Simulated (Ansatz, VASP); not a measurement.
**Two plane-wave programs on LaZn**

```xyz
2
Lattice="3.7625 0.0000 0.0000 0.0000 3.7625 0.0000 0.0000 0.0000 3.7625" Properties=species:S:1:pos:R:3 pbc="T T T"
La    1.8812    1.8812    1.8812
Zn    0.0000    0.0000    0.0000
```

Change from the starting cell: volume scaled by 1.01, PAW files.

Alike in both runs: task electric field gradients; functional LDA; k mesh 9 × 9 × 9; occupations fermi-dirac, width 0.05 eV; no spin polarisation.

|  | VASP | Ansatz |
| --- | --- | --- |
| version | VASP 6.6.1 | Ansatz 0.2.0 |
| potentials or method | VASP PAW LDA potentials, release 64 (La, Zn) | PAW with Ansatz's default frozen-core files, scalar-relativistic |
| plane-wave cutoff (eV) | 520 | 420 |
| valence electrons in the cell | 23 | 23 |

```csv
,VASP,Ansatz,Ansatz less VASP
pressure (GPa),-4.4,-4.4,-0.04
```

LDA's correlation is that of Perdew and Zunger in VASP and of Perdew and Wang (1992) in Ansatz.

Neither program's run includes spin-orbit coupling.
